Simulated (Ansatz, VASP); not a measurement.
**Two plane-wave programs on ZrOs**

INCAR

```
SYSTEM = ZrOs
  PREC = Accurate
  ENCUT = 520
  EDIFF = 1E-8
  ISMEAR = -1
  SIGMA = 0.05
  LREAL = .FALSE.
  LASPH = .TRUE.
  NELM = 100
  ALGO = Normal
  ISIF = 2
  LWAVE = .FALSE.
  LCHARG = .FALSE.
  LEFG = .TRUE.
  NBANDS = 17
```

Contents of KPOINTS:

```
Automatic mesh
0
G
  11 11 11
  0 0 0
```

Contents of POSCAR:

```
ZrOs
1.0
    2.7521207869      0.0000000000      0.0000000000
    0.0000000000      2.7521207869      0.0000000000
    0.0000000000      0.0000000000      2.7521207869
Zr Os
1 1
Direct
    0.5000000000      0.5000000000      0.5000000000
    0.0000000000      0.0000000000      0.0000000000
```

Input for Ansatz:

```yaml
crystal:
  lattice:
    - [2.7521207869, 0.0, 0.0]
    - [0.0, 2.7521207869, 0.0]
    - [0.0, 0.0, 2.7521207869]
  atoms:
    - { symbol: Zr, position: [0.5, 0.5, 0.5] }
    - { symbol: Os, position: [0.0, 0.0, 0.0] }
kpoints:
  mp_grid: { grid: [11, 11, 11] }
  band_path:
    path:
      - [0.0, 0.0, 0.0]
      - [0.0, 0.5, 0.0]
      - [0.5, 0.5, 0.0]
      - [0.0, 0.0, 0.0]
      - [0.5, 0.5, 0.5]
      - [0.0, 0.5, 0.0]
      - [0.5, 0.5, 0.5]
      - [0.5, 0.5, 0.0]
    npoints: 6
scf:
  occupations: { method: fermi_dirac, width: 0.05 }
hamiltonian:
  xc: lda
  pseudopotentials: { kind: paw }
output:
  forces: true
  stress: true
  eigenvalues: true
  efg: { contact_densities: true }
  populations: true
  write_density: true
  write_potential: true
  elf: true
  volumetric_format: npy
```

Change from the starting cell: volume scaled by 0.6, PAW files.

Alike in both runs: task electric field gradients; functional LDA; k mesh 11 × 11 × 11; occupations fermi-dirac, width 0.05 eV; no spin polarisation.

```csv
,VASP,Ansatz
version,VASP 6.6.1,Ansatz 0.2.0
potentials or method,"VASP PAW LDA potentials, release 64 (Zr_sv, Os)","PAW with Ansatz's default frozen-core files, scalar-relativistic"
plane-wave cutoff (eV),520,420
valence electrons in the cell,20,28
```

|  | VASP | Ansatz | Ansatz less VASP |
| --- | --- | --- | --- |
| pressure (GPa) | 307.7 | 293.8 | -13.84 |

LDA's correlation is that of Perdew and Zunger in VASP and of Perdew and Wang (1992) in Ansatz. Both programs put the cell under a high pressure, so it lies far from rest at this level. VASP's potentials hold 20 valence electrons a cell and Ansatz's 28, so a difference there can come from the potentials and not from the codes.

Neither program's run includes spin-orbit coupling. Noted on VASP's run: the cell as given lies far from equilibrium.
